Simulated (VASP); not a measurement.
# Sn in VASP: further runs

Sn is run at these levels: PBE; tasks: relaxation of cell and atoms, single point.

Program: VASP 6.6.1. These are calculated values, not measurements. Logs are shortened: lines on timing, memory, paths and dates and some standing lists are left out, and cuts for length are marked.

**1. The cell of the first run**

Symmetry: I4/mmm, No. 139, tetragonal system. Conventional cell: a = 3.779 Å, b = 3.779 Å, c = 3.870 Å, α = 90.00°, β = 90.00°, γ = 90.00°. Sn (site symmetry 4/mmm) has 14 Sn at 3.30 to 3.87 Å within 4.3 Å.

**2. Relaxation of cell and atoms, PBE**

Contents of INCAR:

```
SYSTEM = Sn
PREC     = Accurate       ! precision mode
ENCUT    = 600            ! plane-wave cutoff, eV
EDIFF    = 1E-6           ! SCF threshold, eV
ISMEAR   = 0              ! smearing method
SIGMA    = 0.1            ! smearing width, eV
LREAL    = .False.        ! projectors in reciprocal space
LASPH    = .True.         ! aspherical terms in the spheres
NELM     = 100            ! most SCF steps
ALGO     = Normal         ! electronic algorithm
ISIF     = 3              ! what is computed and relaxed
LWAVE    = .False.        ! write WAVECAR
LCHARG   = .False.        ! write CHGCAR
GGA      = PE             ! functional
IBRION   = 2              ! ionic algorithm
NSW      = 100            ! ionic steps
EDIFFG   = -0.01          ! ionic threshold
```

Contents of KPOINTS:

```
regular mesh
0
Gamma
  20 20 20
  0 0 0
```

Contents of POSCAR:

```
Sn
1.0
   -1.8892541574      1.8892541574      1.9348609235
    1.8892541574     -1.8892541574      1.9348609235
    1.8892541574      1.8892541574     -1.9348609235
Sn
1
Direct
    0.5000000000      0.5000000000      0.0000000000
```

Potentials or basis: VASP PAW PBE potentials, release 64 (Sn_d).

The run is started by

```sh
$ cat potpaw_PBE.64/Sn_d/POTCAR > POTCAR
$ mpirun -np 1 vasp_std > vasp.out
```

OUTCAR:

```text
SYSTEM = Sn
   PREC = Accurate
   ENCUT = 600
   EDIFF = 1E-6
   ISMEAR = 0
   LREAL = .False.
   LASPH = .True.
   NELM = 100
   ISIF = 3
   GGA = PE
   IBRION = 2
   NSW = 100
   EDIFFG = -0.01

 ion  position               nearest neighbor table
   1  0.500  0.500  0.000-

  LATTYP: Found a body centered tetragonal cell.
 ALAT       =     3.7785083148
 C/A-ratio  =     1.0241400904

  Lattice vectors:

 A1 = (  -1.8892541574,   1.8892541574,   1.9348609235)
 A2 = (   1.8892541574,  -1.8892541574,   1.9348609235)
 A3 = (   1.8892541574,   1.8892541574,  -1.9348609235)

Analysis of symmetry for initial positions (statically):
=====================================================================
 Subroutine PRICEL returns:
 Original cell was already a primitive cell.

 Routine SETGRP: Setting up the symmetry group for a
 body centered tetragonal supercell.

 Subroutine GETGRP returns: Found 16 space group operations
 (whereof 16 operations were pure point group operations)
 out of a pool of 16 trial point group operations.

The static configuration has the point symmetry D_4h.

Analysis of symmetry for dynamics (positions and initial velocities):
=====================================================================
 Subroutine PRICEL returns:
 Original cell was already a primitive cell.

 Routine SETGRP: Setting up the symmetry group for a
 body centered tetragonal supercell.

 Subroutine GETGRP returns: Found 16 space group operations
 (whereof 16 operations were pure point group operations)
 out of a pool of 16 trial point group operations.

The dynamic configuration has the point symmetry D_4h.

 Subroutine INISYM returns: Found 16 space group operations
 (whereof 16 operations are pure point group operations),
 and found     1 'primitive' translations

----------------------------------------------------------------------------------------

                                     Primitive cell

  volume of cell :      27.6243

  direct lattice vectors                    reciprocal lattice vectors
    -1.889254157  1.889254157  1.934860924     0.000000000  0.264654704  0.258416506
     1.889254157 -1.889254157  1.934860924     0.264654704  0.000000000  0.258416506
     1.889254157  1.889254157 -1.934860924     0.264654704  0.264654704  0.000000000

  length of vectors
     3.298825448  3.298825448  3.298825448     0.369893502  0.369893502  0.374278272

[... 103 lines left out ...]
   GGA     = PE    functional components
   LHFCALC =     F    Hartree Fock is set to
   AEXX    =    0.0000 exact exchange contribution
   IVDW    =     0    specifies the selected vdW correction
   LEPSILON=     F    determine dielectric tensor
   LRPA    =     F    only Hartree local field effects (RPA)
 conjugate gradient relaxation of ions
 non-spin polarized calculation
 Gauss-broadening in eV      SIGMA  =   0.10
  energy-cutoff  :      600.00
  volume of cell :       27.62
 maximum number of plane-waves:       947
   NGX = 13   NGY = 13   NGZ = 13

--------------------------------------- Ionic step        1  -------------------------------------------

 number of electron      13.9999998 magnetization

 Free energy of the ion-electron system (eV)
  ---------------------------------------------------
  ext. energy  EPLUGINS =         0.00000000
  ---------------------------------------------------
  free energy    TOTEN  =        -3.77529703 eV

  energy without entropy =       -3.77162324  energy(sigma->0) =       -3.77346013

------------------------ aborting loop because EDIFF is reached ----------------------------------------

  FORCE on cell =-STRESS in cart. coord.  units (eV):
  Direction    XX          YY          ZZ          XY          YZ          ZX
  --------------------------------------------------------------------------------------
  -------------------------------------------------------------------------------------
  Total       -0.0353472     -0.0353472      0.0282257      0.0000000      0.0000000      0.0000000
  in kB       -2.0500988     -2.0500988      1.6370634      0.0000000      0.0000000      0.0000000
  external PRESSURE =      -0.8210448 kB  Pullay stress =       0.0000000 kB
[... 86 lines left out ...]
  FREE ENERGIE OF THE ION-ELECTRON SYSTEM (eV)
  ---------------------------------------------------
  free  energy   TOTEN  =        -3.7757325832 eV

  energy  without entropy=       -3.7721507859  energy(sigma->0) =       -3.77394168

[... ionic steps 4 to 15 ...]

--------------------------------------- Ionic step       16  -------------------------------------------

 number of electron      14.0000006 magnetization

------------------------ aborting loop because EDIFF is reached ----------------------------------------
[... 65 lines left out ...]
--------------------------------------- Ionic step       18  -------------------------------------------

 number of electron      13.9999999 magnetization

 Free energy of the ion-electron system (eV)
  ---------------------------------------------------
  ext. energy  EPLUGINS =         0.00000000
  ---------------------------------------------------
  free energy    TOTEN  =        -3.78448091 eV

  energy without entropy =       -3.78150454  energy(sigma->0) =       -3.78299272

 E-fermi :   7.7957     XC(G=0): -10.2177

 val. band max:        7.7870441852   @ k =  -0.0500  -0.3000   0.0500
 cond. band min:       7.7962111359   @ k =   0.3000   0.3000   0.2000
 fundamental gap:      0.0091669507
 Fermi energy:         7.7956778069

 k-point     1 :       0.0000    0.0000    0.0000
  band No.  band energies     occupation
      1     -13.7824      2.00000
      2     -13.7784      2.00000
      3     -13.7784      2.00000
      4     -13.7120      2.00000
      5     -13.7087      2.00000
      6      -3.1439      2.00000
      7      15.2142      0.00000
      8      15.2142      0.00000
      9      15.2227      0.00000
     10      18.3399      0.00000
     11      19.4230      0.00000
[... 309 lines left out ...]
 k-point    24 :      -0.3500    0.0500    0.0000
  band No.  band energies     occupation
      1     -13.7779      2.00000
      2     -13.7652      2.00000
      3     -13.7621      2.00000
      4     -13.6752      2.00000
      5     -13.6600      2.00000
      6      -0.8871      2.00000
      7       6.4100      2.00000
      8      13.1786      0.00000
      9      13.6487      0.00000
     10      17.0886      0.00000
     11      18.4705      0.00000

 [... further k-points ...]
[... 5 lines left out ...]
  --------------------------------------------------------------------------------------
  -------------------------------------------------------------------------------------
  Total       -0.0042402     -0.0042402      0.0004905      0.0000000      0.0000000      0.0000000
  in kB       -0.2422738     -0.2422738      0.0280272      0.0000000      0.0000000      0.0000000
  external PRESSURE =      -0.1521735 kB  Pullay stress =       0.0000000 kB
[... 16 lines left out ...]
  FREE ENERGIE OF THE ION-ELECTRON SYSTEM (eV)
  ---------------------------------------------------
  free  energy   TOTEN  =        -3.7844809082 eV

  energy  without entropy=       -3.7815045353  energy(sigma->0) =       -3.78299272

 reached required accuracy - stopping structural energy minimisation
```

CONTCAR:

```text
Sn
   1.00000000000000
    -1.7016875921601011    1.7016875921601011    2.4208601186937906
     1.7016875921601011   -1.7016875921601011    2.4208601186937937
     1.7016875921601011    1.7016875921601011   -2.4208601186937937
  Sn
     1
Direct
     0.5000000000000000    0.5000000000000000    1.0000000000000000

  0.00000000E+00  0.00000000E+00  0.00000000E+00
```

Run time: 17 min. Hardware: 1 thread of AMD EPYC 9R45 (Zen 5), shared host; peak memory 0.35 GiB.

What came out:

```yaml
Free_energy: -3.7845 eV
Relaxed_volume: 28.04 Å³/atom
Relaxed_cell: a = 3.414 Å, b = 3.414 Å, c = 3.414 Å, α = 120.20°, β = 120.20°, γ = 89.66°
Space_group_after_relaxing_to_0.05_Å: Fm-3m (No. 225)
Energy_gained_by_relaxing: 9.2 meV/atom
Ionic_steps: 18
Pressure_after_relaxing: 0.0 GPa
Band_gap_on_the_k_mesh: zero (band 7 reaches 15.21 eV, above the bottom of band 8 at 5.84 eV)
```

Step by step:
| step | energy change (eV) | largest force (eV/Å) | pressure (GPa) | volume (Å³) |
| --- | --- | --- | --- | --- |
| 1 | 0.0000 | 0.0000 | -0.08 | 27.62 |
| 2 | -0.0001 | 0.0000 | 0.02 | 27.57 |
| 3 | -0.0004 | 0.0000 | 0.45 | 27.40 |
| 4 | -0.0005 | 0.0000 | 0.48 | 27.33 |
| 5 | -0.0005 | 0.0000 | 0.84 | 27.20 |
| 6 | -0.0005 | 0.0000 | 0.77 | 27.20 |
| 7 | -0.0006 | 0.0000 | 0.78 | 27.19 |
| 8 | -0.0007 | 0.0000 | 0.84 | 27.17 |
| 9 | -0.0009 | 0.0000 | 0.91 | 27.13 |
| 10 | -0.0012 | 0.0000 | 1.16 | 27.06 |
| 11 | -0.0014 | 0.0000 | 1.56 | 26.90 |
| 12 | -0.0018 | 0.0000 | 1.53 | 26.91 |
| 13 | -0.0030 | 0.0000 | 1.48 | 26.94 |
| 14 | -0.0049 | 0.0000 | 1.50 | 26.97 |
| 15 | -0.0048 | 0.0000 | 1.60 | 26.99 |
| 16 | -0.0021 | 0.0000 | 2.23 | 26.85 |
| 17 | -0.0085 | 0.0000 | 0.63 | 27.67 |
| 18 | -0.0092 | 0.0000 | -0.02 | 28.04 |

Final structure:
```
CELL_PARAMETERS angstrom
-1.70169 1.70169 2.42086
1.70169 -1.70169 2.42086
1.70169 1.70169 -2.42086
ATOMIC_POSITIONS crystal
Sn 0.50000 0.50000 0.00000
```

Caveat: spin-orbit coupling is left out, which moves the levels of the heavy elements.

[end of part 1 of 2]
